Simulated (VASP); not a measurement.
Here is a VASP 6.6.1 calculation.

INCAR

```
SYSTEM = K8Ta9O24
PREC = Accurate ; ENCUT = 520
EDIFF = 1E-7 ; ISMEAR = -1
SIGMA = 0.05 ; LREAL = Auto
LASPH = .True. ; NELM = 150
ALGO = Normal ; ISIF = 2
LWAVE = .False. ; LCHARG = .False.
ISPIN = 2 ; MAGMOM = 0.2 0.2 0 0 0 0 0 0 0.2 0.2 0 0 0 0 0 0 0.2 0 0 0 0 0 0 0 0.2 0 0.2 0 0 0 0 0 0.2 0 0 0 0.2 0 0 0 0.2
LORBIT = 11 ; LMAXMIX = 4
GGA = PS ; NELECT = 314.0
ISYM = 0 ; NBANDS = 188
```

KPOINTS

```
Automatic mesh
0
Gamma
  1 1 1
  0.25 0.25 0.25
```

Contents of POSCAR:

```
K8Ta9O24
1.0
    7.9708780000      0.0000000000      0.0000000000
    0.0000000000      7.9708780000      0.0000000000
    0.0000000000      0.0000000000      7.9708780000
K Ta O
8 9 24
Direct
    0.9824710000      0.9897360000      0.9948460000
    0.9050040000      0.9492630000      0.5218860000
    0.0008370000      0.5110530000      0.0064070000
    0.9994240000      0.5183700000      0.5023260000
    0.5111640000      0.0014190000      0.0092140000
    0.5283790000      0.9892110000      0.5274920000
    0.5036590000      0.5232960000      0.9991910000
    0.4968180000      0.5046900000      0.4982770000
    0.2831260000      0.2891030000      0.2166830000
    0.2718500000      0.2747310000      0.7615140000
    0.2461000000      0.7840740000      0.2615730000
    0.2426460000      0.7701250000      0.7545870000
    0.7592490000      0.2462740000      0.2534320000
    0.7675500000      0.2467620000      0.7511670000
    0.7445420000      0.7355400000      0.2539530000
    0.7393100000      0.7371320000      0.7630180000
    0.1490100000      0.1230260000      0.4547340000
    0.2150100000      0.2191110000      0.9905020000
    0.2427320000      0.7924110000      0.9970970000
    0.2432060000      0.7487240000      0.5020210000
    0.7926510000      0.2517560000      0.9934520000
    0.7340650000      0.2444880000      0.4994590000
    0.7405770000      0.7423260000      0.0033380000
    0.7274610000      0.7281200000      0.5074820000
    0.0117050000      0.2729990000      0.2894350000
    0.0146940000      0.2355430000      0.6788880000
    0.9837690000      0.7142170000      0.2478760000
    0.9919680000      0.7511160000      0.7550090000
    0.5214430000      0.2798630000      0.2036210000
    0.5060170000      0.2564520000      0.7623350000
    0.4927520000      0.7578530000      0.2479480000
    0.4914210000      0.7506310000      0.7579790000
    0.3484550000      0.0469160000      0.3073880000
    0.2394400000      0.0127110000      0.6934310000
    0.2577020000      0.5244780000      0.2350180000
    0.2466340000      0.5083850000      0.7587220000
    0.7479760000      0.0012260000      0.2502140000
    0.7425600000      0.9989170000      0.7667270000
    0.7430500000      0.4954020000      0.2543720000
    0.7549010000      0.4936240000      0.7563700000
    0.0845110000      0.9709770000      0.2831350000
```

Potentials or basis: VASP PAW PBE potentials, release 64 (K_sv, Ta_pv, O).

Launch:

```bash
$ cat potpaw_PBE.64/K_sv/POTCAR potpaw_PBE.64/Ta_pv/POTCAR potpaw_PBE.64/O/POTCAR > POTCAR
$ mpirun -np 1 vasp_std > vasp.out
```

(1) Estimate the net moment.

(2) What does it give for the largest force?

## Answers

(1) 0.00 μB per cell.

(2) 0.415 eV/Å.

Caveat: the cell carries a net charge on a neutralising background, which shifts energy and pressure; the PAW data sets were made with another functional, which shifts forces and pressure a little.
